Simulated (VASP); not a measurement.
Here is a VASP 6.6.1 calculation.

File INCAR:

```
PREC = Accurate ; ENCUT = 520
EDIFF = 1E-6 ; ISMEAR = -1
SIGMA = 0.05 ; LREAL = F
LASPH = T ; NELM = 80
ALGO = Normal ; ISIF = 2
LWAVE = F ; LCHARG = F
GGA = CA ; NBANDS = 28
```

File KPOINTS:

```
Automatic mesh
0
Gamma
  8 8 5
```

File POSCAR:

```
La2O3
1.0
    3.9307778780      0.0000000000      0.0000000000
   -1.9653889390      3.4041534990      0.0000000000
    0.0000000000      0.0000000000      6.1119535200
La O
2 3
Direct
    0.3333333333      0.6666666667      0.2462356800
    0.6666666667      0.3333333333      0.7537643200
    0.0000000000      0.0000000000      0.0000000000
    0.3333333333      0.6666666667      0.6458906500
    0.6666666667      0.3333333333      0.3541093500
```

Potentials or basis: VASP PAW LDA potentials, release 64 (La, O).

Command:

```sh
$ cat potpaw_LDA.64/La/POTCAR potpaw_LDA.64/O/POTCAR > POTCAR
$ mpirun -np 1 vasp_std > vasp.out
```

Question: Predict the band gap on the k mesh.

Answer: 3.77 eV, indirect (least direct gap 3.91 eV).

Question: What does it give for the pressure?

Answer: -6.4 GPa.

Question: Estimate the largest force.

Answer: 0.159 eV/Å.

Forces in eV/Å, atoms in the order of the input:
```
La   0.000  0.000  0.159
La   0.000  0.000 -0.159
O    0.000  0.000  0.000
O    0.000  0.000 -0.015
O    0.000  0.000  0.015
```

Caveat: spin-orbit coupling is left out, which moves the levels of the heavy elements. A hybrid or GW would open this gap; LDA tends to underestimate it.
